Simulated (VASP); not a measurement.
# Pb (P6_3/mmc) in VASP: a series of runs, part 2 of 2

VASP 6.6.1. Earlier steps stand in the parts before.

### Step 4. Single point, PBEsol (biaxial strain in the a-b plane: -4.5 %, then relaxed in part)

Contents of INCAR:

```
PREC = Accurate ; ENCUT = 520
EDIFF = 1E-6 ; ISMEAR = 0
SIGMA = 0.1 ; LREAL = F
LASPH = T ; NELM = 100
ALGO = Normal ; ISIF = 2
LWAVE = F ; LCHARG = T
GGA = PS ; LELF = T
LVHAR = T ; NBANDS = 36
```

Contents of KPOINTS:

```
Automatic mesh
0
Gamma
  18 18 6
```

Contents of POSCAR:

```
Pb
1.0
    3.3300087181      0.0000000000      0.0000000000
   -1.6650043591      2.8838721447      0.0000000000
    0.0000000000      0.0000000000     11.9028695562
Pb
4
Direct
    0.0000000000      0.0000000000      0.0000000000
    0.3333333333      0.6666666667      0.2500000000
    0.0000000000      0.0000000000      0.5000000000
    0.6666666667      0.3333333333      0.7500000000
```

Potentials or basis: VASP PAW PBE potentials, release 64 (Pb_d).

Command:

```sh
$ cat potpaw_PBE.64/Pb_d/POTCAR > POTCAR
$ mpirun -np 1 vasp_std > vasp.out
```

OUTCAR:

```text
PREC = Accurate
   ENCUT = 520
   EDIFF = 1E-6
   ISMEAR = 0
   LREAL = F
   LASPH = T
   NELM = 100
   ISIF = 2
   GGA = PS

 ion  position               nearest neighbor table
   1  0.000  0.000  0.000-   2 3.54   4 3.54   4 3.54   2 3.54   4 3.54   2 3.54
   2  0.333  0.667  0.250-   1 3.54   3 3.54   1 3.54   3 3.54   1 3.54   3 3.54
   3  0.000  0.000  0.500-   2 3.54   4 3.54   4 3.54   2 3.54   4 3.54   2 3.54
   4  0.667  0.333  0.750-   1 3.54   3 3.54   1 3.54   3 3.54   1 3.54   3 3.54

  LATTYP: Found a hexagonal cell.
 ALAT       =     3.3300087181
 C/A-ratio  =     3.5744259441

  Lattice vectors:

 A1 = (   3.3300087181,   0.0000000000,   0.0000000000)
 A2 = (  -1.6650043591,   2.8838721447,   0.0000000000)
 A3 = (   0.0000000000,   0.0000000000,  11.9028695562)

Analysis of symmetry for initial positions (statically):
=====================================================================
 Subroutine PRICEL returns:
 Original cell was already a primitive cell.

 Routine SETGRP: Setting up the symmetry group for a
 hexagonal supercell.

 Subroutine GETGRP returns: Found 24 space group operations
 (whereof 12 operations were pure point group operations)
 out of a pool of 24 trial point group operations.

The static configuration has the point symmetry D_3d.
 The point group associated with its full space group is D_6h.

Analysis of symmetry for dynamics (positions and initial velocities):
=====================================================================
 Subroutine PRICEL returns:
 Original cell was already a primitive cell.

 Routine SETGRP: Setting up the symmetry group for a
 hexagonal supercell.

 Subroutine GETGRP returns: Found 24 space group operations
 (whereof 12 operations were pure point group operations)
 out of a pool of 24 trial point group operations.

The dynamic configuration has the point symmetry D_3d.
[... 121 lines left out ...]
   IALGO  =     38    algorithm
   IMIX   =      4    mixing-type and parameters
     AMIX     =   0.40;   BMIX     =  1.00
     AMIX_MAG =   1.60;   BMIX_MAG =  1.00
  volume/ion in A,a.u.               =      28.58       192.85
  Fermi-wavevector in a.u.,A,eV,Ry     =   1.290565  2.438814 22.661286  1.665558
  Thomas-Fermi vector in A             =   2.422389
   LORBIT       =      0    0 simple, 1 ext, 2 COOP (PROOUT), +10 PAW based schemes
   GGA     = PS    functional components
   LHFCALC =     F    Hartree Fock is set to
   AEXX    =    0.0000 exact exchange contribution
   IVDW    =     0    specifies the selected vdW correction
   LEPSILON=     F    determine dielectric tensor
   LRPA    =     F    only Hartree local field effects (RPA)
 non-spin polarized calculation
 Gauss-broadening in eV      SIGMA  =   0.10
  energy-cutoff  :      520.00
  volume of cell :      114.31
 maximum number of plane-waves:      3102
 NGX is ok and might be reduce to    28
   NGX = 13   NGY = 13   NGZ = 45

 number of electron      56.0000006 magnetization

 Free energy of the ion-electron system (eV)
  ---------------------------------------------------
  ext. energy  EPLUGINS =         0.00000000
  ---------------------------------------------------
  free energy    TOTEN  =       -15.83888232 eV

  energy without entropy =      -15.82816451  energy(sigma->0) =      -15.83352341

 E-fermi :   7.8233     XC(G=0): -10.6249

 val. band max:        7.8175543281   @ k =   0.3889   0.1667   0.0000
 cond. band min:       7.8372103094   @ k =   0.3889  -0.0000   0.5000
 fundamental gap:      0.0196559813
 Fermi energy:         7.8232609936

 k-point     1 :       0.0000    0.0000    0.0000
  band No.  band energies     occupation
      1      -9.3483      2.00000
      2      -9.3425      2.00000
      3      -9.3242      2.00000
      4      -9.3184      2.00000
      5      -9.2799      2.00000
      6      -9.2799      2.00000
[... 925 lines left out ...]
     35      11.6993      0.00000
     36      12.1474      0.00000

 [... further k-points ...]

------------------------ aborting loop because EDIFF is reached ----------------------------------------

  FORCE on cell =-STRESS in cart. coord.  units (eV):
  Direction    XX          YY          ZZ          XY          YZ          ZX
  --------------------------------------------------------------------------------------
  -------------------------------------------------------------------------------------
  Total        3.1105475      3.1105475     -0.0564498     -0.0000000      0.0000000     -0.0000000
  in kB       43.5987834     43.5987834     -0.7912248     -0.0000000      0.0000000     -0.0000000
  external PRESSURE =      28.8021140 kB  Pullay stress =       0.0000000 kB

 VOLUME and BASIS-vectors are now :
 -----------------------------------------------------------------------------
  energy-cutoff  :      520.00
  volume of cell :      114.31
      direct lattice vectors                 reciprocal lattice vectors
     3.330008718  0.000000000  0.000000000     0.300299514  0.173378005  0.000000000
    -1.665004359  2.883872145  0.000000000     0.000000000  0.346756011  0.000000000
     0.000000000  0.000000000 11.902869556     0.000000000  0.000000000  0.084013355

 POSITION                                       TOTAL-FORCE (eV/Angst)
 -----------------------------------------------------------------------------------
      0.00000      0.00000      0.00000        -0.000000      0.000000      0.000000
     -0.00000      1.92258      2.97572         0.000000     -0.000000      0.000000
      0.00000      0.00000      5.95143        -0.000000      0.000000      0.000000
      1.66500      0.96129      8.92715        -0.000000      0.000000      0.000000
 -----------------------------------------------------------------------------------
    total drift:                                0.000000     -0.000000      0.000000

  FREE ENERGIE OF THE ION-ELECTRON SYSTEM (eV)
  ---------------------------------------------------
  free  energy   TOTEN  =       -15.8388823196 eV

  energy  without entropy=      -15.8281645064  energy(sigma->0) =      -15.83352341
```

OSZICAR:

```text
N       E                     dE             d eps       ncg     rms          rms(c)
DAV:   1     0.684630179638E+03    0.68463E+03   -0.27302E+04 10656   0.193E+03
DAV:   2     0.496494437951E+02   -0.63498E+03   -0.62507E+03 10676   0.505E+02
DAV:   3    -0.131424279498E+02   -0.62792E+02   -0.61697E+02 12664   0.203E+02
DAV:   4    -0.158144788935E+02   -0.26721E+01   -0.26632E+01 12880   0.465E+01
DAV:   5    -0.159173995301E+02   -0.10292E+00   -0.10291E+00 13984   0.781E+00    0.131E+00
DAV:   6    -0.158570454063E+02    0.60354E-01   -0.12496E-01 15504   0.366E+00    0.618E-01
DAV:   7    -0.158399088409E+02    0.17137E-01   -0.49171E-02 13952   0.239E+00    0.181E-01
DAV:   8    -0.158389355443E+02    0.97330E-03   -0.42233E-03 12448   0.798E-01    0.355E-02
DAV:   9    -0.158388842431E+02    0.51301E-04   -0.34728E-04 13540   0.216E-01    0.105E-02
DAV:  10    -0.158388822789E+02    0.19643E-05   -0.22770E-05 15168   0.422E-02    0.197E-03
DAV:  11    -0.158388823196E+02   -0.40720E-07   -0.17035E-06  6908   0.214E-02
   1 F= -.15838882E+02 E0= -.15833523E+02  d E =-.107178E-01
```

stdout:

```text
POSCAR found type information on POSCAR Pb
 POSCAR found :  1 types and       4 ions
 scaLAPACK will be used
 -----------------------------------------------------------------------------
|                                                                             |
|                                                                             |
|     You enforced a specific xc type in the INCAR file but a different       |
|     I HOPE YOU KNOW WHAT YOU ARE DOING!                                     |
|                                                                             |
 -----------------------------------------------------------------------------

 LDA part: xc-table for (Slater+PW92), standard interpolation
 POSCAR, INCAR and KPOINTS ok, starting setup
 FFT: planning ... GRIDC
 FFT: planning ... GRID_SOFT
 FFT: planning ... GRID
 WAVECAR not read
 entering main loop
```

It took 3.5 min on 1 thread of Intel Xeon 6975P-C (Granite Rapids), shared host; peak memory 0.55 GiB.

Results:

| Item | Value |
| --- | --- |
| Free energy | -15.8389 eV |
| Pressure | 2.9 GPa |
| Band gap on the k mesh | zero (band 28 reaches 13.92 eV, above the bottom of band 29 at 5.68 eV) |

Levels at points of the mesh, in eV from the Fermi level:
```csv
k point,band 24,band 25,band 26,band 27,band 28,band 29,band 30,band 31,band 32,band 33
"(0.00, 0.00, 0.00)",-9.06,-4.75,-0.28,-0.27,6.06,6.98,6.98,7.71,7.71,7.73
"(0.50, 0.00, 0.00)",-6.83,-4.35,-4.04,-2.96,-2.51,-0.12,0.76,2.81,3.09,4.00
"(0.00, 0.00, 0.50)",-9.92,-3.29,-3.29,3.34,3.34,7.18,7.18,7.18,7.18,8.33
"(0.50, 0.00, 0.50)",-7.09,-3.90,-3.90,-3.21,-3.21,0.96,0.96,2.64,2.64,3.13
```

Caveat: the cell differs from its parent crystal (biaxial strain in the a-b plane: -4.5 %, then relaxed in part); the PAW data sets were made with another functional, which shifts forces and pressure a little; spin-orbit coupling is left out, which moves the levels of the heavy elements.

### Step 5. Single point, PBEsol (biaxial strain in the a-b plane: -4.5 %)

Contents of INCAR:

```
  ALGO = Normal
  EDIFF = 1E-7
  ENCUT = 520
  GGA = PS
  ISIF = 2
  ISMEAR = 0
  LASPH = T
  LCHARG = F
  LREAL = F
  LWAVE = F
  NBANDS = 36
  NELM = 100
  PREC = Accurate
  SIGMA = 0.1
```

Contents of KPOINTS:

```
k-points
0
Gamma
  18 18 6
```

POSCAR, as its differences from that of step 4:

```diff
@@ -4,3 +4,3 @@
    -1.6650043591      2.8838721447      0.0000000000
-    0.0000000000      0.0000000000     11.9028695562
+    0.0000000000      0.0000000000     11.6959504423
 Pb
```

Command:

```sh
$ cat potpaw_PBE.64/Pb_d/POTCAR > POTCAR
$ mpirun -np 1 vasp_std > vasp.out
```

Run time: 3.7 min. Hardware: 1 thread of Intel Xeon 6975P-C (Granite Rapids), shared host; peak memory 0.54 GiB.

Results (log left out):

| Item | Value |
| --- | --- |
| Free energy | -15.8310 eV |
| Pressure | 3.8 GPa |
| Band gap on the k mesh | zero (band 28 reaches 14.56 eV, above the bottom of band 29 at 5.81 eV) |

Stress tensor (GPa, compression positive):
```
5.16 0.00 0.00
0.00 5.16 0.00
0.00 0.00 1.16
```

Levels at points of the mesh, in eV from the Fermi level:
```csv
k point,band 24,band 25,band 26,band 27,band 28,band 29,band 30,band 31,band 32,band 33
"(0.00, 0.00, 0.00)",-8.94,-4.82,-0.08,-0.08,6.52,6.86,6.86,7.64,7.64,7.67
"(0.50, 0.00, 0.00)",-6.84,-4.45,-4.13,-2.92,-2.46,-0.16,0.75,2.68,3.25,3.96
"(0.00, 0.00, 0.50)",-9.90,-3.25,-3.25,3.68,3.68,7.08,7.08,7.08,7.08,8.30
"(0.50, 0.00, 0.50)",-7.13,-3.94,-3.94,-3.24,-3.24,1.02,1.02,2.72,2.72,3.02
```

Caveat: the cell differs from its parent crystal (biaxial strain in the a-b plane: -4.5 %); the PAW data sets were made with another functional, which shifts forces and pressure a little; spin-orbit coupling is left out, which moves the levels of the heavy elements.

### Step 6. Summary

| task | cell | k mesh | cutoff (eV) | gap on the mesh (eV) | pressure (GPa) |
| --- | --- | --- | --- | --- | --- |
| single point | a = 3.592, b = 3.592, c = 11.183 Å, angles 90.0, 90.0, 120.0°, 4 atoms | 18 × 18 × 6 | 520 | none | -1.7 |
| relaxation of cell and atoms | relaxed from a = 3.524, b = 3.524, c = 11.495 Å, angles 90.0, 90.0, 120.0°, 4 atoms | 15 × 15 × 4 | 600 | none | 0.0 |
| single point | a = 3.330, b = 3.330, c = 11.903 Å, angles 90.0, 90.0, 120.0°, 4 atoms | 18 × 18 × 6 | 520 | none | 2.9 |
| single point | a = 3.330, b = 3.330, c = 11.696 Å, angles 90.0, 90.0, 120.0°, 4 atoms | 18 × 18 × 6 | 520 | none | 3.8 |

Alike in all rows: level PBEsol; potentials or basis VASP PAW PBE potentials, release 64 (Pb_d); no spin polarisation; smearing gaussian 0.1 eV.

Caveats: the PAW data sets were made with another functional, which shifts forces and pressure a little; spin-orbit coupling is left out, which moves the levels of the heavy elements.

Total energies depend on the potentials used, so only differences within one code and one set of settings carry meaning.
